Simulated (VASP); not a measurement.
# LiCd (Fd-3m) in VASP: a series of runs

LiCd is run at these levels: LDA; tasks: single point, relaxation of cell and atoms.

All numbers are computed with VASP 6.6.1; they aren't measurements. Logs are shortened: lines on timing, memory, paths and dates and some standing lists are left out, and cuts for length are marked.

## (1) The cell of the first run

The structure is cubic, space group Fd-3m (No. 227). Conventional cell: a = 6.473 Å, b = 6.473 Å, c = 6.473 Å, α = 90.00°, β = 90.00°, γ = 90.00°. Li (site symmetry -43m) has 4 Li at 2.80 Å and 10 Cd at 2.80 to 3.24 Å within 3.7 Å. Within 3.7 Å of Cd (site symmetry -43m) lie 4 Cd at 2.80 Å and 10 Li at 2.80 to 3.24 Å.

## (2) Single point, LDA

INCAR reads:

```
ALGO = Normal
EDIFF = 1E-6
ENCUT = 520
ISIF = 2
ISMEAR = -1
LASPH = True
LCHARG = False
LREAL = False
LWAVE = False
NBANDS = 23
NELM = 100
PREC = Accurate
SIGMA = 0.02
```

KPOINTS reads:

```
k-points
0
Gamma
  7 7 7
```

POSCAR reads:

```
LiCd
1.0
    4.5768784289      0.0000000000      0.0000000000
    2.2884392145      3.9636929895      0.0000000000
    2.2884392145      1.3212309965      3.7370055885
Li Cd
2 2
Direct
    0.2500000000      0.2500000000      0.2500000000
    0.0000000000      0.0000000000      0.0000000000
    0.7500000000      0.7500000000      0.7500000000
    0.5000000000      0.5000000000      0.5000000000
```

Potentials or basis: VASP PAW LDA potentials, release 64 (Li_sv, Cd).

Started as:

```
cat potpaw_LDA.64/Li_sv/POTCAR potpaw_LDA.64/Cd/POTCAR > POTCAR
mpirun -np 1 vasp_std > vasp.out
```

OUTCAR:

```text
EDIFF = 1E-6
   ENCUT = 520
   ISIF = 2
   ISMEAR = -1
   LASPH = True
   LREAL = False
   NELM = 100
   PREC = Accurate

 ion  position               nearest neighbor table
   1  0.250  0.250  0.250-   4 2.80   4 2.80   4 2.80   4 2.80
   2  0.000  0.000  0.000-   3 2.80   3 2.80   3 2.80   3 2.80
   3  0.750  0.750  0.750-   4 2.80   2 2.80   2 2.80   4 2.80   2 2.80   4 2.80   4 2.80   2 2.80

   4  0.500  0.500  0.500-   1 2.80   3 2.80   3 2.80   1 2.80   3 2.80   1 2.80   3 2.80   1 2.80

  LATTYP: Found a face centered cubic cell.
 ALAT       =     6.4726835476

  Lattice vectors:

 A1 = (   4.5768784289,   0.0000000000,   0.0000000000)
 A2 = (   2.2884392145,   3.9636929895,   0.0000000000)
 A3 = (   2.2884392145,   1.3212309965,   3.7370055885)

Analysis of symmetry for initial positions (statically):
=====================================================================
 Subroutine PRICEL returns:
 Original cell was already a primitive cell.

 Routine SETGRP: Setting up the symmetry group for a
 face centered cubic supercell.

 Subroutine GETGRP returns: Found 48 space group operations
 (whereof 24 operations were pure point group operations)
 out of a pool of 48 trial point group operations.

The static configuration has the point symmetry T_d .
 The point group associated with its full space group is O_h .

Analysis of symmetry for dynamics (positions and initial velocities):
=====================================================================
 Subroutine PRICEL returns:
 Original cell was already a primitive cell.

 Routine SETGRP: Setting up the symmetry group for a
 face centered cubic supercell.

 Subroutine GETGRP returns: Found 48 space group operations
 (whereof 24 operations were pure point group operations)
 out of a pool of 48 trial point group operations.

The dynamic configuration has the point symmetry T_d .
 The point group associated with its full space group is O_h .

 Subroutine INISYM returns: Found 48 space group operations
 (whereof 24 operations are pure point group operations),
 and found     1 'primitive' translations

----------------------------------------------------------------------------------------

                                     Primitive cell

  volume of cell :      67.7943

  direct lattice vectors                    reciprocal lattice vectors
     4.576878429  0.000000000  0.000000000     0.218489526 -0.126144987 -0.089197976
     2.288439214  3.963692990  0.000000000     0.000000000  0.252289974 -0.089197976
     2.288439214  1.321230996  3.737005589     0.000000000  0.000000000  0.267593927

  length of vectors
     4.576878429  4.576878429  4.576878429     0.267593927  0.267593927  0.267593927

  position of ions in fractional coordinates (direct lattice)
     0.250000000  0.250000000  0.250000000
     0.000000000  0.000000000  0.000000000
     0.750000000  0.750000000  0.750000000
     0.500000000  0.500000000  0.500000000

  ion indices of the primitive-cell ions
   primitive index   ion index
                 1           1
                 2           2
                 3           3
                 4           4

----------------------------------------------------------------------------------------

 KPOINTS: k-points

Automatic generation of k-mesh.
 Grid dimensions read from file:
 generate k-points for:    7    7    7

 Generating k-lattice:

  Cartesian coordinates                     Fractional coordinates (reciprocal lattice)
     0.031212789 -0.018020712 -0.012742568     0.142857143 -0.000000000 -0.000000000
     0.000000000  0.036041425 -0.012742568     0.000000000  0.142857143  0.000000000
     0.000000000  0.000000000  0.038227704     0.000000000  0.000000000  0.142857143

  Length of vectors
     0.038227704  0.038227704  0.038227704

  Shift w.r.t. Gamma in fractional coordinates (k-lattice)
     0.000000000  0.000000000  0.000000000

 Subroutine IBZKPT returns following result:
 ===========================================

 Found     20 irreducible k-points:

 Following reciprocal coordinates:
            Coordinates               Weight
  0.000000  0.000000  0.000000      1.000000
  0.142857 -0.000000 -0.000000      8.000000
  0.285714 -0.000000 -0.000000      8.000000
  0.428571  0.000000 -0.000000      8.000000
  0.142857  0.142857 -0.000000      6.000000
  0.285714  0.142857 -0.000000     24.000000
[... 12 lines left out ...]
 -0.428571  0.428571  0.142857     24.000000
 -0.285714  0.428571  0.142857     24.000000
   k-points           NKPTS =     20   k-points in BZ     NKDIM =     20   number of bands    NBANDS=     23
   number of dos      NEDOS =    301   number of ions     NIONS =      4
   total plane-waves  NPLWV =  46656
   dimension x,y,z NGX =    36 NGY =   36 NGZ =   36
   dimension x,y,z NGXF=    72 NGYF=   72 NGZF=   72
   ions per type =               2   2
   NGX,Y,Z   is equivalent  to a cutoff of  13.08, 13.08, 13.08 a.u.
   NGXF,Y,Z  is equivalent  to a cutoff of  26.15, 26.15, 26.15 a.u.
 SYSTEM =  unknown system
   PREC   = accura    normal or accurate (medium, high low for compatibility)
   ISTART =      0    job   : 0-new  1-cont  2-samecut
   ICHARG =      2    charge: 1-file 2-atom 10-const
   ISPIN  =      1    spin polarized calculation?
   LNONCOLLINEAR =      F non collinear calculations
   LSORBIT =      F    spin-orbit coupling
   LASPH  =      T    aspherical Exc in radial PAW
   ENCUT  =  520.0 eV  38.22 Ry    6.18 a.u.   8.51  8.51  8.51*2*pi/ulx,y,z
   NELM   =    100;   NELMIN=  2; NELMDL= -5     # of ELM steps
   EDIFF  = 0.1E-05   stopping-criterion for ELM
   LREAL  =      F    real-space projection
   EDIFFG = 0.1E-04   stopping-criterion for IOM
   NSW    =      0    number of steps for IOM
   IBRION =     -1    ionic relax: 0-MD 1-quasi-New 2-CG
   NFREE  =      0    steps in history (QN), initial steepest desc. (CG)
   ISIF   =      2    stress and relaxation
   ISYM   =      2    0-nonsym 1-usesym 2-fastsym
   POTIM  = 0.5000    time-step for ionic-motion
   TEBEG  =    0.0;   TEEND  =   0.0 temperature during run
   PSTRESS=    0.0 pullay stress
   NELECT =      30.0000    total number of electrons
   NUPDOWN=      -1.0000    fix difference up-down
   EMIN   =  10.00;   EMAX   =-10.00  energy-range for DOS
   EFERMI =   0.00;   METHOD = LEGACY
   ISMEAR =    -1;   SIGMA  =   0.02  broadening in eV -4-tet -1-fermi 0-gaus
   EFERMI_NEDOS =   21; number of points for ismear=-14 and -15
   IALGO  =     38    algorithm
   IMIX   =      4    mixing-type and parameters
     AMIX     =   0.40;   BMIX     =  1.00
     AMIX_MAG =   1.60;   BMIX_MAG =  1.00
  volume/ion in A,a.u.               =      16.95       114.37
  Fermi-wavevector in a.u.,A,eV,Ry     =   1.247530  2.357489 21.175158  1.556330
  Thomas-Fermi vector in A             =   2.381658
   LORBIT       =      0    0 simple, 1 ext, 2 COOP (PROOUT), +10 PAW based schemes
   GGA     = CA    functional components
   LHFCALC =     F    Hartree Fock is set to
   AEXX    =    0.0000 exact exchange contribution
   IVDW    =     0    specifies the selected vdW correction
   LEPSILON=     F    determine dielectric tensor
   LRPA    =     F    only Hartree local field effects (RPA)
 non-spin polarized calculation
  energy-cutoff  :      520.00
  volume of cell :       67.79
 maximum number of plane-waves:      1841
 NGX is ok and might be reduce to    36
   NGX = 17   NGY = 17   NGZ = 17

 number of electron      29.9999980 magnetization

 Free energy of the ion-electron system (eV)
  ---------------------------------------------------
  ext. energy  EPLUGINS =         0.00000000
  ---------------------------------------------------
  free energy    TOTEN  =        -8.32563003 eV

  energy without entropy =       -8.31947758  energy(sigma->0) =       -8.32255380

 E-fermi :   2.3683     XC(G=0): -10.2831

 val. band max:        2.3664664190   @ k =  -0.2857   0.1429   0.0000
 cond. band min:       2.4326721356   @ k =  -0.1429   0.1429  -0.0000
 fundamental gap:      0.0662057166
 Fermi energy:         2.3682565215

 k-point     1 :       0.0000    0.0000    0.0000
  band No.  band energies     occupation
      1     -42.8425      2.00000
      2     -42.8065      2.00000
      3      -6.8080      2.00000
      4      -6.8080      2.00000
      5      -6.8080      2.00000
      6      -6.7649      2.00000
[... 15 lines left out ...]
     22       7.8374      0.00000
     23       7.8374      0.00000

 k-point     2 :       0.1429   -0.0000   -0.0000
  band No.  band energies     occupation
      1     -42.8412      2.00000
      2     -42.8079      2.00000
      3      -6.8694      2.00000
      4      -6.8694      2.00000
      5      -6.7981      2.00000
      6      -6.6808      2.00000
[... 15 lines left out ...]
     22       7.8611      0.00000
     23       9.4155      0.00000

 k-point     3 :       0.2857   -0.0000   -0.0000
  band No.  band energies     occupation
      1     -42.8377      2.00000
      2     -42.8113      2.00000
      3      -6.8919      2.00000
      4      -6.8919      2.00000
      5      -6.7831      2.00000
      6      -6.6281      2.00000
[... 15 lines left out ...]
     22       9.0689      0.00000
     23      10.8235      0.00000
[... 391 lines left out ...]
 k-point    19 :      -0.4286    0.4286    0.1429
  band No.  band energies     occupation
      1     -42.8280      2.00000
      2     -42.8207      2.00000
      3      -6.9615      2.00000
      4      -6.9406      2.00000
      5      -6.7088      2.00000
      6      -6.5731      2.00000
[... 15 lines left out ...]
     22      12.8020      0.00000
     23      12.9837      0.00000

 k-point    20 :      -0.2857    0.4286    0.1429
  band No.  band energies     occupation
      1     -42.8269      2.00000
      2     -42.8219      2.00000
      3      -6.9893      2.00000
      4      -6.9545      2.00000
      5      -6.6584      2.00000
      6      -6.4866      2.00000
[... 15 lines left out ...]
     22      11.9397      0.00000
     23      12.6644      0.00000

------------------------ aborting loop because EDIFF is reached ----------------------------------------

  FORCE on cell =-STRESS in cart. coord.  units (eV):
  Direction    XX          YY          ZZ          XY          YZ          ZX
  --------------------------------------------------------------------------------------
  -------------------------------------------------------------------------------------
  Total        0.1175710      0.1175710      0.1175710      0.0000000      0.0000000      0.0000000
  in kB        2.7785469      2.7785469      2.7785469      0.0000000      0.0000000      0.0000000
  external PRESSURE =       2.7785469 kB  Pullay stress =       0.0000000 kB

 VOLUME and BASIS-vectors are now :
 -----------------------------------------------------------------------------
  energy-cutoff  :      520.00
  volume of cell :       67.79
      direct lattice vectors                 reciprocal lattice vectors
     4.576878429  0.000000000  0.000000000     0.218489526 -0.126144987 -0.089197976
     2.288439214  3.963692990  0.000000000     0.000000000  0.252289974 -0.089197976
     2.288439214  1.321230996  3.737005589     0.000000000  0.000000000  0.267593927

 POSITION                                       TOTAL-FORCE (eV/Angst)
 -----------------------------------------------------------------------------------
      2.28844      1.32123      0.93425        -0.000000     -0.000000      0.000000
      0.00000      0.00000      0.00000         0.000000      0.000000      0.000000
      6.86532      3.96369      2.80275        -0.000000     -0.000000     -0.000000
      4.57688      2.64246      1.86850         0.000000      0.000000     -0.000000
 -----------------------------------------------------------------------------------
    total drift:                                0.000000      0.000000      0.000000

  FREE ENERGIE OF THE ION-ELECTRON SYSTEM (eV)
  ---------------------------------------------------
  free  energy   TOTEN  =        -8.3256300286 eV

  energy  without entropy=       -8.3194775789  energy(sigma->0) =       -8.32255380
```

Wall time 17 s (1 thread of Intel Xeon Platinum 8488C (Sapphire Rapids), shared host); peak memory 0.18 GiB.

What came out:

* Free energy: -8.3256 eV
* Band gap on the k mesh: zero (band 15 reaches 5.97 eV, above the bottom of band 16 at 1.37 eV)

Caveat: the cutoff is under 1.25 times the usual one of these potentials, so pressure, stress and relaxed cells hold a basis-set (Pulay) error.

## (3) Relaxation of cell and atoms, LDA

This run uses another cell than the first one, of 18.50 Å³/atom, 1.092 times its volume.

INCAR reads:

```
SYSTEM = LiCd
PREC = Accurate ; ENCUT = 600
EDIFF = 1E-6 ; ISMEAR = -1
SIGMA = 0.02 ; LREAL = .FALSE.
LASPH = .TRUE. ; NELM = 80
ALGO = Normal ; ISIF = 3
LWAVE = .FALSE. ; LCHARG = .FALSE.
GGA = CA ; IBRION = 2
NSW = 80 ; EDIFFG = -0.02
```

KPOINTS reads:

```
Automatic mesh
0
G
  7 7 7
  0 0 0
```

POSCAR reads:

```
LiCd
1.0
    4.7127540000      0.0000000000      0.0000000000
    2.3563770000      4.0813646858      0.0000000000
    2.3563770000      1.3604548953      3.8479475278
Li Cd
2 2
Direct
    0.2500000000      0.2500000000      0.2500000000
    0.0000000000      0.0000000000      0.0000000000
    0.7500000000      0.7500000000      0.7500000000
    0.5000000000      0.5000000000      0.5000000000
```

Potentials or basis: VASP PAW LDA potentials, release 64 (Li_sv, Cd).

Started as:

```
cat potpaw_LDA.64/Li_sv/POTCAR potpaw_LDA.64/Cd/POTCAR > POTCAR
mpirun -np 1 vasp_std > vasp.out
```

Wall time 44 s (1 thread of Intel Xeon Platinum 8488C (Sapphire Rapids), shared host); peak memory 0.21 GiB.

Results (log left out):

* Free energy: -8.3307 eV
* Relaxed volume: 17.04 Å³/atom
* Relaxed cell: a = 4.585 Å, b = 4.585 Å, c = 4.585 Å, α = 60.00°, β = 60.00°, γ = 60.00°
* Space group after relaxing (to 0.05 Å): Fd-3m (No. 227)
* Energy gained by relaxing: 16.7 meV/atom
* Ionic steps: 3
* Pressure after relaxing: -0.1 GPa
* Band gap on the k mesh: zero (band 15 reaches 5.92 eV, above the bottom of band 16 at 1.35 eV)

Step by step:
| step | energy change (eV) | largest force (eV/Å) | pressure (GPa) | volume (Å³) |
| --- | --- | --- | --- | --- |
| 1 | 0.0000 | 0.0000 | -3.28 | 74.01 |
| 2 | -0.0586 | 0.0000 | -1.30 | 70.02 |
| 3 | -0.0668 | 0.0000 | -0.06 | 68.16 |

Final structure:
```cif
data_structure
_symmetry_space_group_name_H-M 'P 1'
_symmetry_Int_Tables_number 1
_cell_length_a 4.5851
_cell_length_b 4.5851
_cell_length_c 4.5851
_cell_angle_alpha 60.000
_cell_angle_beta 60.000
_cell_angle_gamma 60.000
_cell_volume 68.16
loop_
_atom_site_label
_atom_site_type_symbol
_atom_site_fract_x
_atom_site_fract_y
_atom_site_fract_z
_atom_site_occupancy
Li1 Li 0.25000 0.25000 0.25000 1
Li2 Li 0.00000 0.00000 0.00000 1
Cd1 Cd 0.75000 0.75000 0.75000 1
Cd2 Cd 0.50000 0.50000 0.50000 1
```

Levels at points of the mesh, in eV from the Fermi level:
| k point | band 12 | band 13 | band 14 | band 15 | band 16 | band 17 | band 18 | band 19 |
| --- | --- | --- | --- | --- | --- | --- | --- | --- |
| (0.00, 0.00, 0.00) | -8.10 | -7.44 | 3.58 | 3.58 | 3.58 | 3.61 | 3.61 | 3.61 |

Caveat: the cutoff is under 1.25 times the usual one of these potentials, so pressure, stress and relaxed cells hold a basis-set (Pulay) error.
